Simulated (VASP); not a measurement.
# Si2C (P-1) in VASP: notebook

Runs on Si2C. Level: PBE. Tasks: single point.

All numbers are computed with VASP 6.6.1; they aren't measurements. Logs are shortened: lines on timing, memory, paths and dates and some standing lists are left out, and cuts for length are marked.

### Step 1. The cell of the first run

The typed cell holds 6 atoms: a = 4.842 Å, b = 4.860 Å, c = 4.942 Å, α = 62.57°, β = 64.53°, γ = 60.13°.

### Step 2. Single point, PBE

File INCAR:

```
SYSTEM = Si2C
PREC = Accurate
ENCUT = 520
EDIFF = 1E-6
ISMEAR = 0
SIGMA = 0.1
LREAL = .FALSE.
LASPH = .TRUE.
NELM = 60
ALGO = Normal
ISIF = 2
LWAVE = .FALSE.
LCHARG = .TRUE.
GGA = PE
LELF = .TRUE.
LVHAR = .TRUE.
NBANDS = 21
```

File KPOINTS:

```
Automatic mesh
0
G
  4 4 4
  0 0 0
```

File POSCAR:

```
Si2C
1.0
    4.8417507300      0.0000000000      0.0000000000
    2.4208753700      4.2144464500      0.0000000000
    2.1252624900      1.4048154800      4.2348002200
Si C
4 2
Direct
    0.3337853400      0.4999683300      0.5000950000
    0.0004520000      0.1666350000      0.5000950000
    0.6662146600      0.5000316700      0.4999050000
    0.9995480000      0.8333650000      0.4999050000
    0.6671186700      0.8333016700      0.5000950000
    0.3328813300      0.1666983300      0.4999050000
```

Potentials or basis: VASP PAW PBE potentials, release 64 (Si, C).

Launch:

```console
cat potpaw_PBE.64/Si/POTCAR potpaw_PBE.64/C/POTCAR > POTCAR
mpirun -np 1 vasp_std > vasp.out
```

OUTCAR:

```text
SYSTEM = Si2C
   PREC = Accurate
   ENCUT = 520
   EDIFF = 1E-6
   ISMEAR = 0
   LREAL = .FALSE.
   LASPH = .TRUE.
   NELM = 60
   ISIF = 2
   GGA = PE

 ion  position               nearest neighbor table
   1  0.334  0.500  0.500-   3 1.61   4 1.62   6 1.62   2 2.80   2 2.80   2 2.81
   2  0.000  0.167  0.500-   6 1.61   4 1.62   3 1.62   1 2.80   1 2.80   1 2.81
   3  0.666  0.500  0.500-   1 1.61   2 1.62   5 1.62   4 2.80   4 2.80   4 2.81
   4  1.000  0.833  0.500-   5 1.61   2 1.62   1 1.62   3 2.80   3 2.80   3 2.81
   5  0.667  0.833  0.500-   4 1.61   6 1.62   3 1.62
   6  0.333  0.167  0.500-   2 1.61   5 1.62   1 1.62

  LATTYP: Found a triclinic cell.
 ALAT       =     8.6400523678
 B/A-ratio  =     0.5891946299
 C/A-ratio  =     1.3578733162
 COS(alpha) =     0.0105434579
 COS(beta)  =     0.4640483010
 COS(gamma) =     0.8746796592

  Lattice vectors:

 A1 = (  -2.7164882500,  -7.0240774200,   4.2348002200)
 A2 = (  -0.2956128800,  -2.8096309700,   4.2348002200)
 A3 = (  -9.3878885900,  -5.6192619300,  -4.2348002200)

Analysis of symmetry for initial positions (statically):
=====================================================================
 Subroutine PRICEL returns:
 Original cell was already a primitive cell.

 Routine SETGRP: Setting up the symmetry group for a
 triclinic supercell.

 Subroutine GETGRP returns: Found  2 space group operations
 (whereof  2 operations were pure point group operations)
 out of a pool of  2 trial point group operations.

The static configuration has the point symmetry S_2 .

Analysis of symmetry for dynamics (positions and initial velocities):
=====================================================================
 Subroutine PRICEL returns:
 Original cell was already a primitive cell.

 Routine SETGRP: Setting up the symmetry group for a
 triclinic supercell.

 Subroutine GETGRP returns: Found  2 space group operations
 (whereof  2 operations were pure point group operations)
 out of a pool of  2 trial point group operations.

The dynamic configuration has the point symmetry S_2 .

 Subroutine INISYM returns: Found  2 space group operations
 (whereof  2 operations are pure point group operations),
 and found     1 'primitive' translations

----------------------------------------------------------------------------------------

                                     Primitive cell

  volume of cell :      86.4124

  direct lattice vectors                    reciprocal lattice vectors
     4.841750730  0.000000000  0.000000000     0.206536862 -0.118639543 -0.064295448
     2.420875370  4.214446450  0.000000000     0.000000000  0.237279086 -0.078712883
     2.125262490  1.404815480  4.234800220     0.000000000  0.000000000  0.236138648

  length of vectors
     4.841750730  4.860267116  4.942042097     0.246711818  0.249994165  0.236138648

  position of ions in fractional coordinates (direct lattice)
     0.333785340  0.499968330  0.500095000
     0.000452000  0.166635000  0.500095000
     0.666214660  0.500031670  0.499905000
     0.999548000  0.833365000  0.499905000
     0.667118670  0.833301670  0.500095000
     0.332881330  0.166698330  0.499905000

  ion indices of the primitive-cell ions
   primitive index   ion index
                 1           1
                 2           2
                 3           3
                 4           4
                 5           5
                 6           6

----------------------------------------------------------------------------------------

 KPOINTS: Automatic mesh

Automatic generation of k-mesh.
 Grid dimensions read from file:
 generate k-points for:    4    4    4

 Generating k-lattice:

  Cartesian coordinates                     Fractional coordinates (reciprocal lattice)
     0.051634215 -0.029659886 -0.016073862     0.250000000  0.000000000  0.000000000
     0.000000000  0.059319771 -0.019678221     0.000000000  0.250000000  0.000000000
     0.000000000  0.000000000  0.059034662     0.000000000  0.000000000  0.250000000

  Length of vectors
     0.061677954  0.062498541  0.059034662

  Shift w.r.t. Gamma in fractional coordinates (k-lattice)
     0.000000000  0.000000000  0.000000000

 Subroutine IBZKPT returns following result:
 ===========================================

 Found     36 irreducible k-points:

 Following reciprocal coordinates:
            Coordinates               Weight
  0.000000  0.000000  0.000000      1.000000
  0.250000 -0.000000  0.000000      2.000000
  0.500000 -0.000000  0.000000      1.000000
  0.000000  0.250000  0.000000      2.000000
  0.250000  0.250000  0.000000      2.000000
  0.500000  0.250000  0.000000      2.000000
[... 16 lines left out ...]
  0.000000 -0.250000  0.250000      2.000000
  0.250000 -0.250000  0.250000      2.000000
 [... further k-points ...]
   k-points           NKPTS =     36   k-points in BZ     NKDIM =     36   number of bands    NBANDS=     21
   number of dos      NEDOS =    301   number of ions     NIONS =      6
   total plane-waves  NPLWV =  51840
   dimension x,y,z NGX =    36 NGY =   36 NGZ =   40
   dimension x,y,z NGXF=    72 NGYF=   72 NGZF=   80
   ions per type =               4   2
   NGX,Y,Z   is equivalent  to a cutoff of  12.36, 12.31, 13.46 a.u.
   NGXF,Y,Z  is equivalent  to a cutoff of  24.72, 24.63, 26.91 a.u.
 SYSTEM =  Si2C
   PREC   = accura    normal or accurate (medium, high low for compatibility)
   ISTART =      0    job   : 0-new  1-cont  2-samecut
   ICHARG =      2    charge: 1-file 2-atom 10-const
   ISPIN  =      1    spin polarized calculation?
   LNONCOLLINEAR =      F non collinear calculations
   LSORBIT =      F    spin-orbit coupling
   LASPH  =      T    aspherical Exc in radial PAW
   ENCUT  =  520.0 eV  38.22 Ry    6.18 a.u.   9.00  9.04  9.19*2*pi/ulx,y,z
   NELM   =     60;   NELMIN=  2; NELMDL= -5     # of ELM steps
   EDIFF  = 0.1E-05   stopping-criterion for ELM
   LREAL  =      F    real-space projection
   EDIFFG = 0.1E-04   stopping-criterion for IOM
   NSW    =      0    number of steps for IOM
   IBRION =     -1    ionic relax: 0-MD 1-quasi-New 2-CG
   NFREE  =      0    steps in history (QN), initial steepest desc. (CG)
   ISIF   =      2    stress and relaxation
   ISYM   =      2    0-nonsym 1-usesym 2-fastsym
   POTIM  = 0.5000    time-step for ionic-motion
   TEBEG  =    0.0;   TEEND  =   0.0 temperature during run
   PSTRESS=    0.0 pullay stress
   NELECT =      24.0000    total number of electrons
   NUPDOWN=      -1.0000    fix difference up-down
   EMIN   =  10.00;   EMAX   =-10.00  energy-range for DOS
   EFERMI =   0.00;   METHOD = LEGACY
   ISMEAR =     0;   SIGMA  =   0.10  broadening in eV -4-tet -1-fermi 0-gaus
   EFERMI_NEDOS =   21; number of points for ismear=-14 and -15
   IALGO  =     38    algorithm
   IMIX   =      4    mixing-type and parameters
     AMIX     =   0.40;   BMIX     =  1.00
     AMIX_MAG =   1.60;   BMIX_MAG =  1.00
  volume/ion in A,a.u.               =      14.40        97.19
  Fermi-wavevector in a.u.,A,eV,Ry     =   1.068120  2.018454 15.522612  1.140880
  Thomas-Fermi vector in A             =   2.203758
   LORBIT       =      0    0 simple, 1 ext, 2 COOP (PROOUT), +10 PAW based schemes
   GGA     = PE    functional components
   LHFCALC =     F    Hartree Fock is set to
   AEXX    =    0.0000 exact exchange contribution
   IVDW    =     0    specifies the selected vdW correction
   LEPSILON=     F    determine dielectric tensor
   LRPA    =     F    only Hartree local field effects (RPA)
 non-spin polarized calculation
 Gauss-broadening in eV      SIGMA  =   0.10
  energy-cutoff  :      520.00
  volume of cell :       86.41
 maximum number of plane-waves:      2342
   NGX = 17   NGY = 19   NGZ = 19

 number of electron      24.0000001 magnetization

 Free energy of the ion-electron system (eV)
  ---------------------------------------------------
  ext. energy  EPLUGINS =         0.00000000
  ---------------------------------------------------
  free energy    TOTEN  =        -6.72925058 eV

  energy without entropy =       -6.72246234  energy(sigma->0) =       -6.72585646

 E-fermi :   5.8983     XC(G=0):  -9.2816

 val. band max:        5.8848852396   @ k =   0.5000   0.5000   0.5000
 cond. band min:       5.9056698041   @ k =   0.0000   0.0000   0.2500
 fundamental gap:      0.0207845645
 Fermi energy:         5.8983471002

 k-point     1 :       0.0000    0.0000    0.0000
  band No.  band energies     occupation
      1     -10.1502      2.00000
      2      -4.8157      2.00000
      3      -4.2121      2.00000
      4      -2.3169      2.00000
      5      -2.2976      2.00000
      6      -1.8154      2.00000
[... 13 lines left out ...]
     20      14.2376      0.00000
     21      15.8142      0.00000

 k-point     2 :       0.2500   -0.0000    0.0000
  band No.  band energies     occupation
      1      -9.7057      2.00000
      2      -6.4033      2.00000
      3      -4.4217      2.00000
      4      -3.8329      2.00000
      5      -1.4331      2.00000
      6      -0.3374      2.00000
[... 13 lines left out ...]
     20      12.4001      0.00000
     21      13.4071      0.00000

 k-point     3 :       0.5000   -0.0000    0.0000
  band No.  band energies     occupation
      1      -8.6508      2.00000
      2      -8.0905      2.00000
      3      -4.9201      2.00000
      4      -4.2017      2.00000
      5       0.6521      2.00000
      6       0.7974      2.00000
[... 13 lines left out ...]
     20      12.1406      0.00000
     21      15.5875      0.00000
[... 457 lines left out ...]
 k-point    23 :       0.0000   -0.2500    0.2500
  band No.  band energies     occupation
      1      -9.6393      2.00000
      2      -6.4389      2.00000
      3      -4.4084      2.00000
      4      -3.8475      2.00000
      5      -1.4217      2.00000
      6      -0.4001      2.00000
[... 13 lines left out ...]
     20      12.3235      0.00000
     21      13.0197      0.00000

 k-point    24 :       0.2500   -0.2500    0.2500
  band No.  band energies     occupation
      1      -8.8278      2.00000
      2      -7.4866      2.00000
      3      -6.1818      2.00000
      4      -2.4531      2.00000
      5      -1.0221      2.00000
      6       0.7858      2.00000
[... 13 lines left out ...]
     20      11.7875      0.00000
     21      15.0330      0.00000

 [... further k-points ...]

------------------------ aborting loop because EDIFF is reached ----------------------------------------

  FORCE on cell =-STRESS in cart. coord.  units (eV):
  Direction    XX          YY          ZZ          XY          YZ          ZX
  --------------------------------------------------------------------------------------
  -------------------------------------------------------------------------------------
  Total      122.3273537    127.4081789      0.0074451     -7.9440345      0.0030516     -0.0481166
  in kB     2268.0794815   2362.2833935      0.1380406   -147.2908634      0.0565800     -0.8921324
  external PRESSURE =    1543.5003052 kB  Pullay stress =       0.0000000 kB

 VOLUME and BASIS-vectors are now :
 -----------------------------------------------------------------------------
  energy-cutoff  :      520.00
  volume of cell :       86.41
      direct lattice vectors                 reciprocal lattice vectors
     4.841750730  0.000000000  0.000000000     0.206536862 -0.118639543 -0.064295448
     2.420875370  4.214446450  0.000000000     0.000000000  0.237279086 -0.078712883
     2.125262490  1.404815480  4.234800220     0.000000000  0.000000000  0.236138648

 POSITION                                       TOTAL-FORCE (eV/Angst)
 -----------------------------------------------------------------------------------
      3.88930      2.80963      2.11780       -12.802159    -19.869806      0.036747
      1.46842      1.40482      2.11780        22.315063     -0.032291      0.021318
      5.49859      2.80963      2.11700        12.802159     19.869806     -0.036747
      7.91946      4.21445      2.11700       -22.315063      0.032291     -0.021318
      6.31017      4.21445      2.11780        -5.623255      8.721649     -0.001215
      3.07771      1.40482      2.11700         5.623255     -8.721649      0.001215
 -----------------------------------------------------------------------------------
    total drift:                               -0.000000     -0.000000     -0.000000

  FREE ENERGIE OF THE ION-ELECTRON SYSTEM (eV)
  ---------------------------------------------------
  free  energy   TOTEN  =        -6.7292505800 eV

  energy  without entropy=       -6.7224623431  energy(sigma->0) =       -6.72585646
```

Run time: 32 s. Hardware: 1 thread of Intel Xeon 6975P-C (Granite Rapids), shared host; peak memory 0.23 GiB.

Results:

| Property | Result |
| --- | --- |
| Free energy | -6.7293 eV |
| Pressure | 154.4 GPa |
| Largest force | 23.637 eV/Å |
| Band gap on the k mesh | zero (bands 12 and 13 overlap by 0.04 eV) |

Forces in eV/Å, atoms in the order of the input:
```
Si  -12.802 -19.870   0.037
Si   22.315  -0.032   0.021
Si   12.802  19.870  -0.037
Si  -22.315   0.032  -0.021
C    -5.623   8.722  -0.001
C     5.623  -8.722   0.001
```

Caveat: the k points lie up to 0.39 Å⁻¹ apart; semilocal functionals underestimate gaps, so a narrow gap can read as zero; forces of over 1 eV/Å act on the atoms, so gaps and moduli don't describe the material at rest.

### Step 3. Single point, PBE, collinear spin

File INCAR:

```
PREC     = Accurate       # precision mode
ENCUT    = 520            # plane-wave cutoff, eV
EDIFF    = 1E-7           # SCF threshold, eV
ISMEAR   = 0              # smearing method
SIGMA    = 0.1            # smearing width, eV
LREAL    = False          # projectors in reciprocal space
LASPH    = True           # aspherical terms in the spheres
NELM     = 150            # most SCF steps
ALGO     = Normal         # electronic algorithm
ISIF     = 2              # what is computed and relaxed
LWAVE    = False          # write WAVECAR
LCHARG   = True           # write CHGCAR
ISPIN    = 2              # spin polarisation
MAGMOM   = 0 0 0 0 1 1    # initial moments
LORBIT   = 11             # projections on sites
GGA      = PE             # functional
LELF     = True           # ELF
LVHAR    = True         
NBANDS   = 25             # bands
```

File KPOINTS:

```
regular mesh
0
Gamma
  4 4 4
```

POSCAR is that of step 2.

Potentials or basis: VASP PAW PBE potentials, release 64 (Si, C).

Launch:

```console
cat potpaw_PBE.64/Si/POTCAR potpaw_PBE.64/C/POTCAR > POTCAR
mpirun -np 1 vasp_std > vasp.out
```

Run time: 94 s. Hardware: 1 thread of Intel Xeon 6975P-C (Granite Rapids), shared host; peak memory 0.31 GiB.

Results (log left out):

| Property | Result |
| --- | --- |
| Free energy | -6.7293 eV |
| Pressure | 154.3 GPa |
| Largest force | 23.637 eV/Å |
| Band gap on the k mesh | zero (filled and empty bands overlap) |
| Net moment | 0.00 μB per cell |
| Valence electrons inside the program's atomic spheres | Si 2.70; C 2.65 |

Forces on the atoms (eV/Å):
```
Si  -12.802 -19.870   0.037
Si   22.315  -0.032   0.021
Si   12.802  19.870  -0.037
Si  -22.315   0.032  -0.021
C    -5.623   8.722  -0.001
C     5.623  -8.722   0.001
```

Stress tensor (GPa, compression positive):
```
226.81 -14.73  -0.09
-14.73 236.23   0.01
 -0.09   0.01   0.01
```

Levels at points of the mesh, in eV from the Fermi level:
Spin up:
```tsv
k point	band 10	band 11	band 12	band 13	band 14	band 15
(0.00, 0.00, 0.00)	-0.54	-0.41	-0.03	0.42	0.68	1.61
(0.50, 0.00, 0.00)	-2.94	-2.23	-2.02	-0.02	2.33	3.92
(0.00, 0.50, 0.00)	-2.96	-2.30	-1.93	-0.02	2.33	3.96
(0.50, 0.50, 0.00)	-3.79	-1.61	-1.13	0.97	1.53	3.80
(0.00, 0.00, 0.50)	-0.38	-0.24	0.01	0.96	1.02	3.42
(0.50, 0.00, 0.50)	-2.94	-2.26	-1.24	0.81	2.43	4.00
(0.00, 0.50, 0.50)	-2.94	-2.32	-1.19	0.76	2.38	3.99
(0.50, 0.50, 0.50)	-3.79	-1.92	-1.63	-0.01	1.50	3.96
```
Spin down:
```tsv
k point	band 8	band 9	band 10	band 11	band 12	band 13	band 14	band 15	band 16	band 17
(0.00, 0.00, 0.00)	-5.36	-0.70	-0.54	-0.41	-0.03	0.42	0.68	1.61	3.50	4.55
(0.50, 0.00, 0.00)	-3.76	-3.71	-2.94	-2.23	-2.02	-0.02	2.33	3.92	4.00	4.58
(0.00, 0.50, 0.00)	-3.87	-3.78	-2.96	-2.30	-1.93	-0.02	2.33	3.96	4.18	4.68
(0.50, 0.50, 0.00)	-4.37	-4.22	-3.79	-1.61	-1.13	0.97	1.53	3.80	5.17	6.10
(0.00, 0.00, 0.50)	-6.51	-0.53	-0.38	-0.24	0.01	0.96	1.02	3.42	5.10	5.36
(0.50, 0.00, 0.50)	-4.50	-3.74	-2.94	-2.26	-1.24	0.81	2.43	4.00	4.82	5.56
(0.00, 0.50, 0.50)	-4.44	-3.79	-2.94	-2.32	-1.19	0.76	2.38	3.99	4.75	5.46
(0.50, 0.50, 0.50)	-4.16	-3.94	-3.79	-1.92	-1.63	-0.01	1.50	3.96	4.00	5.48
```

Caveat: the k points lie up to 0.39 Å⁻¹ apart; semilocal functionals underestimate gaps, so a narrow gap can read as zero; forces of over 1 eV/Å act on the atoms, so gaps and moduli don't describe the material at rest.
